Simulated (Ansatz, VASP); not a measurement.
**Two plane-wave programs on Mg3O**

```
CELL_PARAMETERS angstrom
-1.85202 1.85202 4.90981
1.85202 -1.85202 4.90981
1.85202 1.85202 -4.90981
ATOMIC_POSITIONS crystal
Mg 0.50000 0.50000 0.00000
Mg 0.25000 0.75000 0.50000
Mg 0.75000 0.25000 0.50000
O 0.00000 0.00000 0.00000
```

Alike in both runs: functional PBE; k mesh 16 × 16 × 16; occupations gaussian, width 0.1 eV; no spin polarisation.

Ansatz relaxed the structure, and its values are those at the end. VASP's run is a single point on that final structure, the one shown.

|  | VASP | Ansatz |
| --- | --- | --- |
| version | VASP 6.6.1 | Ansatz 0.2.0 |
| potentials or method | VASP PAW PBE potentials, release 64 (Mg, O), cutoff 520 eV | scalar-relativistic, plane waves, PAW |
| valence electrons in the cell | 12 | 36 |

VASP gave:

| Property | Result |
| --- | --- |
| gap on the k mesh at the Fermi level (eV) | none |
| pressure (GPa) | -0.2 |

Task: Estimate Ansatz's values.

Result: gap on the k mesh at the Fermi level (eV): none; pressure (GPa): 0.0.

A gap of «none» marks a metal or a gap that the smearing closes. VASP's potentials hold 12 valence electrons a cell and Ansatz's 36, so a difference there can come from the potentials and not from the codes.
